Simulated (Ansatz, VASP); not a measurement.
## Two plane-wave programs on AlNi

```
Al Ni
1.0
     2.94103    0.00000    0.00000
     0.00000    2.94103    0.00000
     0.00000    0.00000    2.94103
Al Ni
1 1
Cartesian
  0.0000 0.0000 -0.0813
  1.4705 1.4705 1.5079
```

Change from the starting cell: mode 6 frozen in at -0.080 Å, equal normal strain along x, y and z +0.0167.

Alike in both runs: task single point; functional PBE; k mesh 16 × 16 × 16; occupations gaussian, width 0.15 eV; no spin polarisation.

|  | VASP | Ansatz |
| --- | --- | --- |
| version | VASP 6.6.1 | Ansatz 0.2.0 |
| potentials or method | VASP PAW PBE potentials, release 64 (Al, Ni), cutoff 520 eV | scalar-relativistic, plane waves, PAW |
| valence electrons in the cell | 13 | 21 |

|  | VASP | Ansatz | Ansatz less VASP |
| --- | --- | --- | --- |
| gap on the k mesh at the Fermi level (eV) | none | none | - |
| pressure (GPa) | -6.2 | -6.3 | -0.10 |
| traceless stress, the component that is largest in VASP (GPa) | -0.31 | -0.30 | +0.003 |
| rms of the force components (eV/Å) | 0.317 | 0.315 | -0.0021 |

Atom by atom the forces differ by 0.002 eV/Å (rms over components). A gap of «none» marks a metal or a gap that the smearing closes. VASP's potentials hold 13 valence electrons a cell and Ansatz's 21, so a difference there can come from the potentials and not from the codes.
